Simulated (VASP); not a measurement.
# B (P6/mmm) in VASP: further runs

B is run at these levels: PBE; tasks: single point.

All numbers are computed with VASP 6.6.1; they aren't measurements. Logs are shortened: lines on timing, memory, paths and dates and some standing lists are left out, and cuts for length are marked.

**1. The cell of the first run**

Symmetry: P6/mmm, No. 191, hexagonal system. The conventional cell has a = 2.481 Å, b = 2.481 Å, c = 2.258 Å, α = 90.00°, β = 90.00°, γ = 120.00°. Within 2.4 Å of B (site symmetry 6/mmm) lie 14 B at 1.82 to 2.26 Å. B (site symmetry -6m2) has 9 B at 1.43 to 1.82 Å within 1.9 Å.

**2. Single point, PBE (volume scaled by 0.6)**

Input file INCAR:

```
PREC = Accurate ; ENCUT = 520
EDIFF = 1E-6 ; ISMEAR = -1
SIGMA = 0.05 ; LREAL = False
LASPH = True ; NELM = 80
ALGO = Normal ; ISIF = 2
LWAVE = False ; LCHARG = False
GGA = PE ; NBANDS = 12
```

Input file KPOINTS:

```
regular mesh
0
Gamma
  12 12 16
```

Input file POSCAR:

```
B
1.0
    2.4811741437      0.0000000000      0.0000000000
   -1.2405870718      2.1487598396      0.0000000000
    0.0000000000      0.0000000000      2.2580152307
B
3
Direct
    0.0000000000      0.0000000000      0.0000000000
    0.3333333333      0.6666666667      0.5000000000
    0.6666666667      0.3333333333      0.5000000000
```

Potentials or basis: VASP PAW PBE potentials, release 64 (B).

Launch:

```sh
$ cat potpaw_PBE.64/B/POTCAR > POTCAR
$ mpirun -np 1 vasp_std > vasp.out
```

OUTCAR:

```text
PREC = Accurate
   ENCUT = 520
   EDIFF = 1E-6
   ISMEAR = -1
   LREAL = False
   LASPH = True
   NELM = 80
   ISIF = 2
   GGA = PE

 ion  position               nearest neighbor table
   1  0.000  0.000  0.000-   2 1.82   3 1.82   2 1.82   3 1.82   2 1.82   2 1.82   3 1.82   3 1.82
                             3 1.82   3 1.82   2 1.82   2 1.82
   2  0.333  0.667  0.500-   3 1.43   3 1.43   3 1.43   1 1.82   1 1.82   1 1.82   1 1.82   1 1.82
                             1 1.82
   3  0.667  0.333  0.500-   2 1.43   2 1.43   2 1.43   1 1.82   1 1.82   1 1.82   1 1.82   1 1.82
                             1 1.82

  LATTYP: Found a hexagonal cell.
 ALAT       =     2.4811741437
 C/A-ratio  =     0.9100591494

  Lattice vectors:

 A1 = (   2.4811741437,   0.0000000000,   0.0000000000)
 A2 = (  -1.2405870718,   2.1487598396,   0.0000000000)
 A3 = (   0.0000000000,   0.0000000000,   2.2580152307)

Analysis of symmetry for initial positions (statically):
=====================================================================
 Subroutine PRICEL returns:
 Original cell was already a primitive cell.

 Routine SETGRP: Setting up the symmetry group for a
 hexagonal supercell.

 Subroutine GETGRP returns: Found 24 space group operations
 (whereof 24 operations were pure point group operations)
 out of a pool of 24 trial point group operations.

The static configuration has the point symmetry D_6h.

Analysis of symmetry for dynamics (positions and initial velocities):
=====================================================================
 Subroutine PRICEL returns:
 Original cell was already a primitive cell.

 Routine SETGRP: Setting up the symmetry group for a
 hexagonal supercell.

 Subroutine GETGRP returns: Found 24 space group operations
 (whereof 24 operations were pure point group operations)
 out of a pool of 24 trial point group operations.

The dynamic configuration has the point symmetry D_6h.

 Subroutine INISYM returns: Found 24 space group operations
 (whereof 24 operations are pure point group operations),
 and found     1 'primitive' translations

----------------------------------------------------------------------------------------

                                     Primitive cell

  volume of cell :      12.0385

  direct lattice vectors                    reciprocal lattice vectors
     2.481174144  0.000000000  0.000000000     0.403034992  0.232692361  0.000000000
    -1.240587072  2.148759840  0.000000000     0.000000000  0.465384722  0.000000000
     0.000000000  0.000000000  2.258015231     0.000000000  0.000000000  0.442866809

  length of vectors
     2.481174144  2.481174144  2.258015231     0.465384722  0.465384722  0.442866809

  position of ions in fractional coordinates (direct lattice)
     0.000000000  0.000000000  0.000000000
     0.333333333  0.666666667  0.500000000
     0.666666667  0.333333333  0.500000000

  ion indices of the primitive-cell ions
   primitive index   ion index
                 1           1
                 2           2
                 3           3

----------------------------------------------------------------------------------------

 KPOINTS: regular mesh

Automatic generation of k-mesh.
 Grid dimensions read from file:
 generate k-points for:   12   12   16

 Generating k-lattice:

  Cartesian coordinates                     Fractional coordinates (reciprocal lattice)
     0.033586249  0.019391030  0.000000000     0.083333333  0.000000000  0.000000000
     0.000000000  0.038782060  0.000000000     0.000000000  0.083333333  0.000000000
     0.000000000  0.000000000  0.027679176     0.000000000  0.000000000  0.062500000

  Length of vectors
     0.038782060  0.038782060  0.027679176

  Shift w.r.t. Gamma in fractional coordinates (k-lattice)
     0.000000000  0.000000000  0.000000000

 Subroutine IBZKPT returns following result:
 ===========================================

 Found    171 irreducible k-points:

 Following reciprocal coordinates:
            Coordinates               Weight
  0.000000  0.000000  0.000000      1.000000
  0.083333  0.000000  0.000000      6.000000
  0.166667  0.000000  0.000000      6.000000
  0.250000  0.000000  0.000000      6.000000
  0.333333  0.000000  0.000000      6.000000
  0.416667  0.000000  0.000000      6.000000
[... 16 lines left out ...]
  0.250000  0.000000  0.062500     12.000000
  0.333333  0.000000  0.062500     12.000000
 [... further k-points ...]
   k-points           NKPTS =    171   k-points in BZ     NKDIM =    171   number of bands    NBANDS=     12
   number of dos      NEDOS =    301   number of ions     NIONS =      3
   total plane-waves  NPLWV =   5832
   dimension x,y,z NGX =    18 NGY =   18 NGZ =   18
   dimension x,y,z NGXF=    36 NGYF=   36 NGZF=   36
   ions per type =               3
   NGX,Y,Z   is equivalent  to a cutoff of  12.06, 12.06, 13.25 a.u.
   NGXF,Y,Z  is equivalent  to a cutoff of  24.12, 24.12, 26.50 a.u.
 SYSTEM =  unknown system
   PREC   = accura    normal or accurate (medium, high low for compatibility)
   ISTART =      0    job   : 0-new  1-cont  2-samecut
   ICHARG =      2    charge: 1-file 2-atom 10-const
   ISPIN  =      1    spin polarized calculation?
   LNONCOLLINEAR =      F non collinear calculations
   LSORBIT =      F    spin-orbit coupling
   LASPH  =      T    aspherical Exc in radial PAW
   ENCUT  =  520.0 eV  38.22 Ry    6.18 a.u.   4.61  4.61  4.20*2*pi/ulx,y,z
   NELM   =     80;   NELMIN=  2; NELMDL= -5     # of ELM steps
   EDIFF  = 0.1E-05   stopping-criterion for ELM
   LREAL  =      F    real-space projection
   EDIFFG = 0.1E-04   stopping-criterion for IOM
   NSW    =      0    number of steps for IOM
   IBRION =     -1    ionic relax: 0-MD 1-quasi-New 2-CG
   NFREE  =      0    steps in history (QN), initial steepest desc. (CG)
   ISIF   =      2    stress and relaxation
   ISYM   =      2    0-nonsym 1-usesym 2-fastsym
   POTIM  = 0.5000    time-step for ionic-motion
   TEBEG  =    0.0;   TEEND  =   0.0 temperature during run
   PSTRESS=    0.0 pullay stress
   NELECT =       9.0000    total number of electrons
   NUPDOWN=      -1.0000    fix difference up-down
   EMIN   =  10.00;   EMAX   =-10.00  energy-range for DOS
   EFERMI =   0.00;   METHOD = LEGACY
   ISMEAR =    -1;   SIGMA  =   0.05  broadening in eV -4-tet -1-fermi 0-gaus
   EFERMI_NEDOS =   21; number of points for ismear=-14 and -15
   IALGO  =     38    algorithm
   IMIX   =      4    mixing-type and parameters
     AMIX     =   0.40;   BMIX     =  1.00
     AMIX_MAG =   1.60;   BMIX_MAG =  1.00
  volume/ion in A,a.u.               =       4.01        27.08
  Fermi-wavevector in a.u.,A,eV,Ry     =   1.485816  2.807785 30.036887  2.207649
  Thomas-Fermi vector in A             =   2.599180
   LORBIT       =      0    0 simple, 1 ext, 2 COOP (PROOUT), +10 PAW based schemes
   GGA     = PE    functional components
   LHFCALC =     F    Hartree Fock is set to
   AEXX    =    0.0000 exact exchange contribution
   IVDW    =     0    specifies the selected vdW correction
   LEPSILON=     F    determine dielectric tensor
   LRPA    =     F    only Hartree local field effects (RPA)
 non-spin polarized calculation
  energy-cutoff  :      520.00
  volume of cell :       12.04
 maximum number of plane-waves:       338
   NGX =  9   NGY =  9   NGZ =  9

 number of electron       9.0000000 magnetization

 Free energy of the ion-electron system (eV)
  ---------------------------------------------------
  ext. energy  EPLUGINS =         0.00000000
  ---------------------------------------------------
  free energy    TOTEN  =       -12.39803632 eV

  energy without entropy =      -12.39370561  energy(sigma->0) =      -12.39587096

 E-fermi :  15.2326     XC(G=0): -14.6164

 val. band max:       15.2187475070   @ k =   0.2500   0.2500   0.2500
 cond. band min:      15.2536656023   @ k =   0.4167   0.0000   0.1875
 fundamental gap:      0.0349180952
 Fermi energy:        15.2326348775

 k-point     1 :       0.0000    0.0000    0.0000
  band No.  band energies     occupation
      1      -8.3014      2.00000
      2      10.0767      2.00000
      3      12.1473      2.00000
      4      12.1473      2.00000
      5      13.9380      2.00000
      6      13.9380      2.00000
      7      21.9372      0.00000
      8      28.1873      0.00000
      9      28.3817      0.00000
     10      31.9215      0.00000
     11      33.1506      0.00000
     12      36.2790      0.00000

 k-point     2 :       0.0833    0.0000    0.0000
  band No.  band energies     occupation
      1      -8.1394      2.00000
      2      10.2426      2.00000
      3      10.2912      2.00000
      4      10.6324      2.00000
      5      15.1574      1.63661
      6      15.7914      0.00003
      7      22.4277      0.00000
      8      28.3279      0.00000
      9      28.6929      0.00000
     10      31.2924      0.00000
     11      32.4768      0.00000
     12      35.8869      0.00000

 k-point     3 :       0.1667    0.0000    0.0000
  band No.  band energies     occupation
      1      -7.6536      2.00000
      2       7.4405      2.00000
      3       8.8391      2.00000
      4      10.9337      2.00000
      5      16.1767      0.00000
      6      18.5625      0.00000
      7      23.4508      0.00000
      8      28.4499      0.00000
      9      29.3280      0.00000
     10      29.7172      0.00000
     11      31.1397      0.00000
     12      35.0888      0.00000
[... 286 lines left out ...]
 k-point    23 :       0.2500    0.0000    0.0625
  band No.  band energies     occupation
      1      -6.7602      2.00000
      2       4.6990      2.00000
      3       7.4895      2.00000
      4      11.3179      2.00000
      5      16.9758      0.00000
      6      21.4670      0.00000
      7      24.7786      0.00000
      8      25.0959      0.00000
      9      28.5785      0.00000
     10      30.3430      0.00000
     11      31.9069      0.00000
     12      33.6204      0.00000

 k-point    24 :       0.3333    0.0000    0.0625
  band No.  band energies     occupation
      1      -5.6297      2.00000
      2       2.0819      2.00000
      3       6.4462      2.00000
      4      12.7367      2.00000
      5      17.3228      0.00000
      6      22.1382      0.00000
      7      23.9754      0.00000
      8      25.3913      0.00000
      9      27.8165      0.00000
     10      29.3267      0.00000
     11      33.7940      0.00000
     12      34.0800      0.00000

 [... further k-points ...]
[... 5 lines left out ...]
  --------------------------------------------------------------------------------------
  -------------------------------------------------------------------------------------
  Total       20.4198574     20.4198574     20.3682577      0.0000000     -0.0000000     -0.0000000
  in kB     2717.6360454   2717.6360453   2710.7687516      0.0000001     -0.0000000     -0.0000000
  external PRESSURE =    2715.3469474 kB  Pullay stress =       0.0000000 kB

 VOLUME and BASIS-vectors are now :
 -----------------------------------------------------------------------------
  energy-cutoff  :      520.00
  volume of cell :       12.04
      direct lattice vectors                 reciprocal lattice vectors
     2.481174144  0.000000000  0.000000000     0.403034992  0.232692361  0.000000000
    -1.240587072  2.148759840  0.000000000     0.000000000  0.465384722  0.000000000
     0.000000000  0.000000000  2.258015231     0.000000000  0.000000000  0.442866809

 POSITION                                       TOTAL-FORCE (eV/Angst)
 -----------------------------------------------------------------------------------
      0.00000      0.00000      0.00000        -0.000000      0.000000      0.000000
     -0.00000      1.43251      1.12901         0.000000      0.000000      0.000000
      1.24059      0.71625      1.12901        -0.000000      0.000000     -0.000000
 -----------------------------------------------------------------------------------
    total drift:                                0.000000     -0.000000      0.000000

  FREE ENERGIE OF THE ION-ELECTRON SYSTEM (eV)
  ---------------------------------------------------
  free  energy   TOTEN  =       -12.3980363201 eV

  energy  without entropy=      -12.3937056097  energy(sigma->0) =      -12.39587096
```

Wall time 30 s (1 thread of Intel Xeon 8259CL, shared host); peak memory 0.13 GiB.

What came out:

| Item | Value |
| --- | --- |
| Free energy | -12.3980 eV |
| Pressure | 271.5 GPa |

**3. Single point, PBE (volume scaled by 0.6)**

Input file INCAR:

```
SYSTEM = B
  PREC = Accurate
  ENCUT = 520
  EDIFF = 1E-6
  ISMEAR = -1
  SIGMA = 0.05
  LREAL = .False.
  LASPH = .True.
  NELM = 100
  ALGO = Normal
  ISIF = 2
  LWAVE = .False.
  LCHARG = .True.
  GGA = PE
  LELF = .True.
  LVHAR = .True.
  NBANDS = 12
```

Input file KPOINTS:

```
Automatic mesh
0
Gamma
  12 12 16
  0 0 0
```

POSCAR is that of step 2.

Potentials or basis: VASP PAW PBE potentials, release 64 (B).

Launch:

```sh
$ cat potpaw_PBE.64/B/POTCAR > POTCAR
$ mpirun -np 1 vasp_std > vasp.out
```

Run time: 31 s. Hardware: 1 thread of Intel Xeon 8259CL, shared host; peak memory 0.13 GiB.

Results (log left out):

```
Free energy : -12.3980 eV
Pressure    : 271.5 GPa
```

Stress tensor (GPa, compression positive):
```
271.76   0.00   0.00
  0.00 271.76   0.00
  0.00   0.00 271.08
```

Levels at points of the mesh, in eV from the Fermi level:
```tsv
k point	band 1	band 2	band 3	band 4	band 5	band 6	band 7	band 8	band 9
(0.00, 0.00, 0.00)	-23.53	-5.16	-3.09	-3.09	-1.29	-1.29	6.70	12.95	13.15
(0.50, 0.00, 0.00)	-18.01	-17.39	-9.72	2.07	2.21	2.69	9.80	10.93	11.28
(0.00, 0.00, 0.50)	-18.28	-17.84	-0.91	-0.91	4.37	4.37	6.98	6.98	8.93
(0.50, 0.00, 0.50)	-14.91	-12.85	-10.10	-8.75	-5.53	0.58	5.84	6.28	19.63
```
